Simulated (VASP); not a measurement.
# SnO2 in VASP: notebook

SnO2 is run at these levels: PBE+D3(BJ); tasks: single point.

Everything below comes from runs of VASP 6.6.1. Logs are shortened: lines on timing, memory, paths and dates and some standing lists are left out, and cuts for length are marked.

## (1) The cell of the first run

The structure is monoclinic, space group P2_1/m (No. 11). Conventional cell: a = 4.681 Å, b = 3.237 Å, c = 5.607 Å, α = 90.00°, β = 113.53°, γ = 90.00°. Within 2.8 Å of Sn (site symmetry m) lie 7 O at 2.11 to 2.71 Å. Within 3.0 Å of O (site symmetry m) lie 4 Sn at 2.12 to 2.71 Å and 8 O at 2.72 to 2.97 Å. Within 3.0 Å of O (site symmetry m) lie 3 Sn at 2.11 to 2.17 Å and 6 O at 2.70 to 2.97 Å.

## (2) Single point, PBE+D3(BJ) (atoms displaced along a vibrational mode)

Input file INCAR:

```
SYSTEM = SnO2
PREC = Accurate
ENCUT = 520
EDIFF = 1E-7
ISMEAR = 0
SIGMA = 0.05
LREAL = .False.
LASPH = .True.
NELM = 80
ALGO = Normal
ISIF = 2
LWAVE = .False.
LCHARG = .False.
GGA = PE
IVDW = 12
NBANDS = 35
```

Input file KPOINTS:

```
regular mesh
0
Gamma
  8 6 6
  0 0 0
```

Input file POSCAR:

```
SnO2
1.0
    1.6186264610     -2.8035432689      0.0000000000
    1.6186264610      0.9345144230      4.2918257460
   -4.8558793830     -2.8035432689      0.0000000000
Sn O
2 4
Direct
    0.5000000000      0.3975445496     -0.0313574457
    0.0000000000      0.6024554504      0.5313574457
    0.5000000000      0.7689116785      0.7962000588
    1.0000000000      0.6926884373      0.1909999798
    0.5000000000      0.3073115627      0.3090000202
    1.0000000000      0.2310883215      0.7037999412
```

Potentials or basis: VASP PAW PBE potentials, release 64 (Sn_d, O).

Run with:

```console
cat potpaw_PBE.64/Sn_d/POTCAR potpaw_PBE.64/O/POTCAR > POTCAR
mpirun -np 1 vasp_std > vasp.out
```

OUTCAR:

```text
SYSTEM = SnO2
   PREC = Accurate
   ENCUT = 520
   EDIFF = 1E-7
   ISMEAR = 0
   LREAL = .False.
   LASPH = .True.
   NELM = 80
   ISIF = 2
   GGA = PE
   IVDW = 12
 IVDW          = 12

 ion  position               nearest neighbor table
   1  0.500  0.398  0.969-   5 2.11   6 2.12   6 2.12   4 2.17   4 2.17   3 2.30   3 2.71   2 3.33
                             2 3.33   2 3.38   2 3.38
   2  0.000  0.602  0.531-   4 2.11   3 2.12   3 2.12   5 2.17   5 2.17   6 2.30   6 2.71   1 3.33
                             1 3.33   1 3.38   1 3.38
   3  0.500  0.769  0.796-   2 2.12   2 2.12   1 2.30   1 2.71
   4  0.000  0.693  0.191-   2 2.11   1 2.17   1 2.17
   5  0.500  0.307  0.309-   1 2.11   2 2.17   2 2.17
   6  0.000  0.231  0.704-   1 2.12   1 2.12   2 2.30   2 2.71

  LATTYP: Found a simple monoclinic cell.
 ALAT       =     4.6811363002
 B/A-ratio  =     0.6915528014
 C/A-ratio  =     1.1978045881
 COS(beta)  =    -0.3992681960

  Lattice vectors:

 A1 = (   1.6186264610,   0.9345144230,   4.2918257460)
 A2 = (  -1.6186264610,   2.8035432689,   0.0000000000)
 A3 = (  -4.8558793830,  -2.8035432689,   0.0000000000)

Analysis of symmetry for initial positions (statically):
=====================================================================
 Subroutine PRICEL returns:
 Original cell was already a primitive cell.

 Routine SETGRP: Setting up the symmetry group for a
 simple monoclinic supercell.

 Subroutine GETGRP returns: Found  4 space group operations
 (whereof  2 operations were pure point group operations)
 out of a pool of  4 trial point group operations.

The static configuration has the point symmetry C_1h.
 The point group associated with its full space group is C_2h.

Analysis of symmetry for dynamics (positions and initial velocities):
=====================================================================
 Subroutine PRICEL returns:
 Original cell was already a primitive cell.

 Routine SETGRP: Setting up the symmetry group for a
 simple monoclinic supercell.

 Subroutine GETGRP returns: Found  4 space group operations
 (whereof  2 operations were pure point group operations)
 out of a pool of  4 trial point group operations.

The dynamic configuration has the point symmetry C_1h.
 The point group associated with its full space group is C_2h.

 Subroutine INISYM returns: Found  4 space group operations
 (whereof  2 operations are pure point group operations),
 and found     1 'primitive' translations

----------------------------------------------------------------------------------------

                                     Primitive cell

  volume of cell :      77.9033

  direct lattice vectors                    reciprocal lattice vectors
     1.618626461 -2.803543269  0.000000000     0.154451942 -0.267518611  0.000000000
     1.618626461  0.934514423  4.291825746     0.000000000  0.000000000  0.233001072
    -4.855879383 -2.803543269  0.000000000    -0.154451942 -0.089172870  0.077667024

  length of vectors
     3.237252922  4.681136300  5.607086538     0.308903884  0.233001072  0.194523443

  position of ions in fractional coordinates (direct lattice)
     0.500000000  0.397544550  0.968642554
     1.000000000  0.602455450  0.531357446
     0.500000000  0.768911678  0.796200059
     0.000000000  0.692688437  0.190999980
     0.500000000  0.307311563  0.309000020
     1.000000000  0.231088322  0.703799941

  ion indices of the primitive-cell ions
   primitive index   ion index
                 1           1
                 2           2
                 3           3
                 4           4
                 5           5
                 6           6

----------------------------------------------------------------------------------------

 KPOINTS: regular mesh

Automatic generation of k-mesh.
 Grid dimensions read from file:
 generate k-points for:    8    6    6

 Generating k-lattice:

  Cartesian coordinates                     Fractional coordinates (reciprocal lattice)
     0.019306493 -0.033439826  0.000000000     0.125000000  0.000000000 -0.000000000
     0.000000000  0.000000000  0.038833512     0.000000000  0.166666667  0.000000000
    -0.025741990 -0.014862145  0.012944504     0.000000000 -0.000000000  0.166666667

  Length of vectors
     0.038612985  0.038833512  0.032420574

  Shift w.r.t. Gamma in fractional coordinates (k-lattice)
     0.000000000  0.000000000  0.000000000

 Subroutine IBZKPT returns following result:
 ===========================================

 Found    100 irreducible k-points:

 Following reciprocal coordinates:
            Coordinates               Weight
  0.000000  0.000000  0.000000      1.000000
  0.125000 -0.000000  0.000000      2.000000
  0.250000 -0.000000  0.000000      2.000000
  0.375000 -0.000000  0.000000      2.000000
  0.500000 -0.000000  0.000000      1.000000
  0.000000  0.166667  0.000000      2.000000
[... 16 lines left out ...]
  0.250000  0.000000  0.166667      4.000000
  0.375000 -0.000000  0.166667      4.000000
 [... further k-points ...]
   k-points           NKPTS =    100   k-points in BZ     NKDIM =    100   number of bands    NBANDS=     35
   number of dos      NEDOS =    301   number of ions     NIONS =      6
   total plane-waves  NPLWV =  36288
   dimension x,y,z NGX =    24 NGY =   36 NGZ =   42
   dimension x,y,z NGXF=    48 NGYF=   72 NGZF=   84
   ions per type =               2   4
   NGX,Y,Z   is equivalent  to a cutoff of  12.32, 12.79, 12.45 a.u.
   NGXF,Y,Z  is equivalent  to a cutoff of  24.65, 25.57, 24.91 a.u.
 SYSTEM =  SnO2
   PREC   = accura    normal or accurate (medium, high low for compatibility)
   ISTART =      0    job   : 0-new  1-cont  2-samecut
   ICHARG =      2    charge: 1-file 2-atom 10-const
   ISPIN  =      1    spin polarized calculation?
   LNONCOLLINEAR =      F non collinear calculations
   LSORBIT =      F    spin-orbit coupling
   LASPH  =      T    aspherical Exc in radial PAW
   ENCUT  =  520.0 eV  38.22 Ry    6.18 a.u.   6.02  8.70 10.43*2*pi/ulx,y,z
   NELM   =     80;   NELMIN=  2; NELMDL= -5     # of ELM steps
   EDIFF  = 0.1E-06   stopping-criterion for ELM
   LREAL  =      F    real-space projection
   EDIFFG = 0.1E-05   stopping-criterion for IOM
   NSW    =      0    number of steps for IOM
   IBRION =     -1    ionic relax: 0-MD 1-quasi-New 2-CG
   NFREE  =      0    steps in history (QN), initial steepest desc. (CG)
   ISIF   =      2    stress and relaxation
   ISYM   =      2    0-nonsym 1-usesym 2-fastsym
   POTIM  = 0.5000    time-step for ionic-motion
   TEBEG  =    0.0;   TEEND  =   0.0 temperature during run
   PSTRESS=    0.0 pullay stress
   NELECT =      52.0000    total number of electrons
   NUPDOWN=      -1.0000    fix difference up-down
   EMIN   =  10.00;   EMAX   =-10.00  energy-range for DOS
   EFERMI =   0.00;   METHOD = LEGACY
   ISMEAR =     0;   SIGMA  =   0.05  broadening in eV -4-tet -1-fermi 0-gaus
   EFERMI_NEDOS =   21; number of points for ismear=-14 and -15
   IALGO  =     38    algorithm
   IMIX   =      4    mixing-type and parameters
     AMIX     =   0.40;   BMIX     =  1.00
     AMIX_MAG =   1.60;   BMIX_MAG =  1.00
  volume/ion in A,a.u.               =      12.98        87.62
  Fermi-wavevector in a.u.,A,eV,Ry     =   1.430729  2.703685 27.850916  2.046985
  Thomas-Fermi vector in A             =   2.550542
   LORBIT       =      0    0 simple, 1 ext, 2 COOP (PROOUT), +10 PAW based schemes
   GGA     = PE    functional components
   LHFCALC =     F    Hartree Fock is set to
   AEXX    =    0.0000 exact exchange contribution
   IVDW    =    12    specifies the selected vdW correction
   LEPSILON=     F    determine dielectric tensor
   LRPA    =     F    only Hartree local field effects (RPA)
 non-spin polarized calculation
 Gauss-broadening in eV      SIGMA  =   0.05
  energy-cutoff  :      520.00
  volume of cell :       77.90
 maximum number of plane-waves:      2118
   NGX = 13   NGY = 17   NGZ = 21

 number of electron      51.9999989 magnetization

 Free energy of the ion-electron system (eV)
  ---------------------------------------------------
  ext. energy  EPLUGINS =         0.00000000
  ---------------------------------------------------
  free energy    TOTEN  =       -35.85968811 eV

  energy without entropy =      -35.85968811  energy(sigma->0) =      -35.85968811

 E-fermi :   5.4762     XC(G=0): -10.8227

 val. band max:        5.2626822536   @ k =  -0.0000   0.0000   0.5000
 cond. band min:       5.8024380707   @ k =   0.0000   0.0000   0.0000
 fundamental gap:      0.5397558171
 Fermi energy:         5.4761666307

 k-point     1 :       0.0000    0.0000    0.0000
  band No.  band energies     occupation
      1     -15.7236      2.00000
      2     -15.3534      2.00000
      3     -15.2282      2.00000
      4     -15.2060      2.00000
      5     -15.1577      2.00000
      6     -15.1240      2.00000
[... 27 lines left out ...]
     34      17.2338      0.00000
     35      17.4849      0.00000

 k-point     2 :       0.1250   -0.0000    0.0000
  band No.  band energies     occupation
      1     -15.6753      2.00000
      2     -15.3303      2.00000
      3     -15.3094      2.00000
      4     -15.2265      2.00000
      5     -15.1631      2.00000
      6     -15.1420      2.00000
[... 27 lines left out ...]
     34      16.2763      0.00000
     35      17.7355      0.00000

 k-point     3 :       0.2500   -0.0000    0.0000
  band No.  band energies     occupation
      1     -15.5761      2.00000
      2     -15.4823      2.00000
      3     -15.4241      2.00000
      4     -15.2365      2.00000
      5     -15.1663      2.00000
      6     -15.1306      2.00000
[... 27 lines left out ...]
     34      15.6630      0.00000
     35      17.2076      0.00000

 k-point     4 :       0.3750   -0.0000    0.0000
  band No.  band energies     occupation
      1     -15.6602      2.00000
      2     -15.6147      2.00000
      3     -15.4148      2.00000
      4     -15.2711      2.00000
      5     -15.1243      2.00000
      6     -15.1146      2.00000
[... 27 lines left out ...]
     34      16.3505      0.00000
     35      16.8466      0.00000

 k-point     5 :       0.5000   -0.0000    0.0000
  band No.  band energies     occupation
      1     -15.7000      2.00000
      2     -15.7000      2.00000
      3     -15.3318      2.00000
      4     -15.3318      2.00000
      5     -15.1032      2.00000
      6     -15.1032      2.00000
[... 638 lines left out ...]
 k-point    22 :       0.1250   -0.0000    0.1667
  band No.  band energies     occupation
      1     -15.6600      2.00000
      2     -15.3758      2.00000
      3     -15.2971      2.00000
      4     -15.2245      2.00000
      5     -15.1586      2.00000
      6     -15.1381      2.00000
[... 27 lines left out ...]
     34      16.2946      0.00000
     35      17.9206      0.00000

 k-point    23 :       0.2500    0.0000    0.1667
  band No.  band energies     occupation
      1     -15.5722      2.00000
      2     -15.5105      2.00000
      3     -15.4017      2.00000
      4     -15.2265      2.00000
      5     -15.1674      2.00000
      6     -15.1347      2.00000
[... 27 lines left out ...]
     34      15.7519      0.00000
     35      17.3822      0.00000

 k-point    24 :       0.3750   -0.0000    0.1667
  band No.  band energies     occupation
      1     -15.6711      2.00000
      2     -15.6376      2.00000
      3     -15.3805      2.00000
      4     -15.2447      2.00000
      5     -15.1519      2.00000
      6     -15.1052      2.00000
[... 27 lines left out ...]
     34      16.2761      0.00000
     35      16.9724      0.00000

 [... further k-points ...]

------------------------ aborting loop because EDIFF is reached ----------------------------------------

 Edisp (eV)   -1.20620

 E8    (eV) :    -0.4792

  FORCE on cell =-STRESS in cart. coord.  units (eV):
  Direction    XX          YY          ZZ          XY          YZ          ZX
  --------------------------------------------------------------------------------------
  -------------------------------------------------------------------------------------
  Total      -2.50736    -1.93032    -4.92725    -0.49973    -0.00273    -0.00472
  in kB     -51.56698   -39.69936  -101.33491   -10.27766    -0.05607    -0.09710
  external pressure =      -64.20 kB  Pullay stress =        0.00 kB

 VOLUME and BASIS-vectors are now :
 -----------------------------------------------------------------------------
  energy-cutoff  :      520.00
  volume of cell :       77.90
      direct lattice vectors                 reciprocal lattice vectors
     1.618626461 -2.803543269  0.000000000     0.154451942 -0.267518611  0.000000000
     1.618626461  0.934514423  4.291825746     0.000000000  0.000000000  0.233001072
    -4.855879383 -2.803543269  0.000000000    -0.154451942 -0.089172870  0.077667024

 POSITION                                       TOTAL-FORCE (eV/Angst)
 -----------------------------------------------------------------------------------
     -3.25082     -3.74589      1.70619        -0.575938     -0.332518      0.959766
     -1.60506     -0.92668      2.58563         0.575938      0.332518     -0.959766
     -1.81236     -2.91539      3.30003         0.492014      0.284065      0.008839
      0.19373      0.11185      2.97290        -0.160981     -0.092942     -0.458556
     -0.19373     -1.98088      1.31893         0.160981      0.092942      0.458556
     -3.04352     -1.75718      0.99179        -0.492014     -0.284065     -0.008839
 -----------------------------------------------------------------------------------
    total drift:                                0.000000      0.000000      0.000000

  FREE ENERGIE OF THE ION-ELECTRON SYSTEM (eV)
  ---------------------------------------------------
  free  energy   TOTEN  =       -37.0658909317 eV

  energy  without entropy=      -37.0658909317  energy(sigma->0) =      -37.06589093
```

Run time: 2.9 min. Hardware: 1 thread of Intel Xeon Platinum 8488C (Sapphire Rapids), shared host; peak memory 0.34 GiB.

Results:

```
Free energy                : -37.0659 eV
Pressure                   : -6.4 GPa
Largest force              : 1.168 eV/Å
Band gap on the k mesh     : 0.54 eV (least direct gap 0.70 eV)
Dispersion energy per atom : -0.201 eV
```

Forces on the atoms (eV/Å):
```
Sn  -0.576 -0.333  0.960
Sn   0.576  0.333 -0.960
O    0.492  0.284  0.009
O   -0.161 -0.093 -0.459
O    0.161  0.093  0.459
O   -0.492 -0.284 -0.009
```

Caveat: the cell differs from its parent crystal (atoms displaced along a vibrational mode); the cell stands under tension; spin-orbit coupling is left out, which moves the levels of the heavy elements; forces of over 1 eV/Å act on the atoms, so gaps and moduli don't describe the material at rest. A k mesh can miss the band edges.

## (3) Single point, PBE+D3(BJ) (atoms displaced along a vibrational mode)

Input file INCAR:

```
SYSTEM = SnO2
ALGO = Normal
EDIFF = 1E-6
ENCUT = 520
GGA = PE
ISIF = 2
ISMEAR = 0
IVDW = 12
LASPH = .True.
LCHARG = .False.
LREAL = .False.
LWAVE = .False.
NBANDS = 35
NELM = 60
PREC = Accurate
SIGMA = 0.05
```

Input file KPOINTS:

```
k-points
0
Gamma
  8 6 6
  0 0 0
```

Input file POSCAR:

```
SnO2
1.0
    1.6186264610     -2.8035432689      0.0000000000
    1.6186264610      0.9345144230      4.2918257460
   -4.8558793830     -2.8035432689      0.0000000000
Sn O
2 4
Direct
    0.5000000000      0.4385267298     -0.0188144674
    0.0000000000      0.5614732702      0.5188144674
    0.5000000000      0.7536670303      0.7751600430
    1.0000000000      0.7079330855      0.2120399956
    0.5000000000      0.2920669145      0.2879600044
    1.0000000000      0.2463329697      0.7248399570
```

Potentials or basis: VASP PAW PBE potentials, release 64 (Sn_d, O).

Run with:

```console
cat potpaw_PBE.64/Sn_d/POTCAR potpaw_PBE.64/O/POTCAR > POTCAR
mpirun -np 1 vasp_std > vasp.out
```

Wall time 2.4 min (1 thread of Intel Xeon Platinum 8488C (Sapphire Rapids), shared host); peak memory 0.34 GiB.

It converged, with:

| Item | Value |
| --- | --- |
| Free energy | -37.3756 eV |
| Pressure | -2.3 GPa |
| Largest force | 0.579 eV/Å |
| Band gap on the k mesh | 1.08 eV (least direct gap 1.16 eV) |
| Dispersion energy per atom | -0.201 eV |

Forces on the atoms (eV/Å):
```
Sn  -0.141 -0.082  0.556
Sn   0.141  0.082 -0.556
O    0.150  0.087 -0.042
O   -0.035 -0.020 -0.116
O    0.035  0.020  0.116
O   -0.150 -0.087  0.042
```

Stress tensor (GPa, compression positive):
```
-1.69 -0.42 -0.28
-0.42 -1.21 -0.16
-0.28 -0.16 -3.96
```

Levels at points of the mesh, in eV from the valence-band top:
```csv
k point,band 22,band 23,band 24,band 25,band 26,band 27,band 28,band 29,band 30,band 31
"(0.00, 0.00, 0.00)",-1.32,-1.08,-0.69,-0.44,-0.08,1.08,4.04,5.57,6.80,9.61
"(0.50, 0.00, 0.00)",-2.77,-1.23,-1.23,-0.28,-0.28,4.91,4.91,8.15,8.15,9.22
"(0.00, 0.50, 0.00)",-1.93,-1.18,-1.15,-0.99,-0.91,3.21,4.48,5.93,7.73,9.15
"(0.50, 0.50, 0.00)",-2.24,-0.95,-0.95,-0.36,-0.36,5.14,5.14,7.97,7.97,8.99
"(0.00, 0.00, 0.50)",-1.87,-1.14,-0.67,-0.54,0.00,3.35,3.79,6.44,6.91,8.40
"(0.50, 0.00, 0.50)",-2.30,-1.17,-1.17,-1.01,-1.01,4.69,4.69,7.57,7.57,9.69
"(0.00, 0.50, 0.50)",-1.90,-1.26,-0.75,-0.69,-0.60,3.85,4.30,7.06,7.14,8.42
"(0.50, 0.50, 0.50)",-1.30,-0.70,-0.70,-0.24,-0.24,4.37,4.37,6.29,6.29,10.11
```

Caveat: the cell differs from its parent crystal (atoms displaced along a vibrational mode); spin-orbit coupling is left out, which moves the levels of the heavy elements. A k mesh can miss the band edges.

## (4) Single point, PBE+D3(BJ) (atoms displaced along a vibrational mode)

Input file INCAR:

```
  PREC = Accurate
  ENCUT = 520
  EDIFF = 1E-7
  ISMEAR = 0
  SIGMA = 0.05
  LREAL = F
  LASPH = T
  NELM = 80
  ALGO = Normal
  ISIF = 2
  LWAVE = F
  LCHARG = F
  GGA = PE
  IVDW = 12
  NBANDS = 35
```

Input file KPOINTS:

```
Automatic mesh
0
Gamma
  8 6 6
```

Input file POSCAR:

```
SnO2
1.0
    1.6186264610     -2.8035432689      0.0000000000
    1.6186264610      0.9345144230      4.2918257460
   -4.8558793830     -2.8035432689      0.0000000000
Sn O
2 4
Direct
    0.5084021856      0.4795089099     -0.0062714891
   -0.0084021856      0.5204910901      0.5062714891
    0.4960150187      0.7384223820      0.7541200272
    1.0039849813      0.7231777338      0.2330800114
    0.4960150187      0.2768222662      0.2669199886
    1.0039849813      0.2615776180      0.7458799728
```

Run with:

```console
cat potpaw_PBE.64/Sn_d/POTCAR potpaw_PBE.64/O/POTCAR > POTCAR
mpirun -np 1 vasp_std > vasp.out
```

Run time: 2.8 min. Hardware: 1 thread of Intel Xeon 6975P-C (Granite Rapids), shared host; peak memory 0.42 GiB.

It converged, with:

```yaml
Free_energy: -37.5104 eV
Pressure: 0.4 GPa
Largest_force: 0.362 eV/Å
Band_gap_on_the_k_mesh: 1.49 eV
Dispersion_energy_per_atom: -0.201 eV
```

Forces on the atoms (eV/Å):
```
Sn  -0.160  0.269  0.182
Sn   0.160 -0.269 -0.182
O    0.016 -0.003  0.035
O   -0.017  0.016  0.049
O    0.017 -0.016 -0.049
O   -0.016  0.003 -0.035
```

Stress tensor (GPa, compression positive):
```
 0.66 -0.05 -0.07
-0.05  0.64 -0.06
-0.07 -0.06 -0.23
```

Levels at points of the mesh, in eV from the valence-band top:
```csv
k point,band 24,band 25,band 26,band 27,band 28,band 29
"(0.00, 0.00, 0.00)",-0.59,-0.11,0.00,1.49,4.66,5.48
"(0.50, 0.00, 0.00)",-1.21,-0.19,-0.17,5.43,5.50,8.67
"(0.00, 0.50, 0.00)",-1.10,-1.04,-0.96,3.44,5.14,5.81
"(0.50, 0.50, 0.00)",-0.58,-0.39,-0.36,5.48,5.51,8.54
"(0.00, 0.00, 0.50)",-0.72,-0.18,-0.02,3.91,4.09,6.53
"(0.50, 0.00, 0.50)",-1.06,-0.97,-0.97,5.22,5.22,7.80
"(0.00, 0.50, 0.50)",-0.82,-0.62,-0.57,4.34,4.50,7.33
"(0.50, 0.50, 0.50)",-0.59,-0.08,-0.08,4.72,4.74,6.65
```

Caveat: the cell differs from its parent crystal (atoms displaced along a vibrational mode); spin-orbit coupling is left out, which moves the levels of the heavy elements.

(Part 1 of 2 ends here.)
